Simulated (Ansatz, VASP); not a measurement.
One calculation of LiCaF3, two programs

```
CELL_PARAMETERS angstrom
3.76124 0.00000 0.00000
0.00000 3.76124 0.00000
0.00000 0.00000 3.76124
ATOMIC_POSITIONS crystal
Li 0.50000 0.50000 0.50000
Ca 0.00000 0.00000 0.00000
F 0.00000 0.50000 0.50000
F 0.50000 0.50000 0.00000
F 0.50000 0.00000 0.50000
```

Alike in both runs: task single point; functional PBE; dispersion D3(BJ); k mesh 3 × 3 × 3; no spin polarisation.

|  | VASP | Ansatz |
| --- | --- | --- |
| version | VASP 6.6.1 | Ansatz 0.2.0 |
| potentials or method | VASP PAW PBE potentials, release 64 (Li_sv, Ca_sv, F), cutoff 520 eV | plane waves, PAW |
| occupations | gaussian, width 0.01 eV | fixed |
| valence electrons in the cell | 34 | 34 |

|  | VASP | Ansatz | Ansatz less VASP |
| --- | --- | --- | --- |
| gap on the k mesh at the Fermi level (eV) | 6.59 | 6.60 | +0.005 |

The k mesh is coarse, so the values compare programs but aren't converged. Noted on VASP's run: the cutoff is short for stress, so the pressure is rough.
